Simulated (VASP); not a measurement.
Runs of VASP 6.6.1 on Hf. The structure is that of space group Fm-3m (No. 225), or close to it. The cells are those of the table. 

| task | level | potentials or basis | cell | cutoff (eV) | gap on the mesh (eV) | pressure (GPa) | relaxed volume (Å³/atom) |
| --- | --- | --- | --- | --- | --- | --- | --- |
| single point | r2SCAN | VASP PAW PBE potentials, release 64 (Hf_pv) | a = 3.167 Å, angles 60.0°, 1 atom | 520 | none | -0.5 | - |
| relaxation of cell and atoms | r2SCAN | VASP PAW PBE potentials, release 64 (Hf_pv) | relaxed from a = 3.140 Å, angles 60.0°, 1 atom | 600 | none | 0.0 | (a) |
| single point | LDA | VASP PAW LDA potentials, release 64 (Hf_pv) | a = 3.083 Å, angles 60.0°, 1 atom | 520 | none | (b) | - |
| single point | r2SCAN | VASP PAW PBE potentials, release 64 (Hf_pv) | a = 3.229 Å, angles 60.0°, 1 atom | 520 | none | -6.0 | - |
| single point | r2SCAN | VASP PAW PBE potentials, release 64 (Hf_pv) | a = 3.199 Å, angles 60.0°, 1 atom | 520 | none | -3.4 | - |
| relaxation of cell and atoms | LDA | VASP PAW LDA potentials, release 64 (Hf_pv) | relaxed from a = 3.140 Å, angles 60.0°, 1 atom | 600 | none | 0.0 | 20.74 |

Alike in all rows: no spin polarisation; k mesh 16 × 16 × 16; smearing gaussian 0.1 eV.

Problem. Estimate the missing entries.

Solution. (a) 22.36; (b) 0.1.

Caveats: spin-orbit coupling is left out, which moves the levels of the heavy elements; the PAW data sets were made with another functional, which shifts forces and pressure a little (some runs).

A k mesh can miss the band edges, and the runs leave out spin-orbit coupling on Hf.

A gap of «none» marks levels without a gap at the run's occupations.
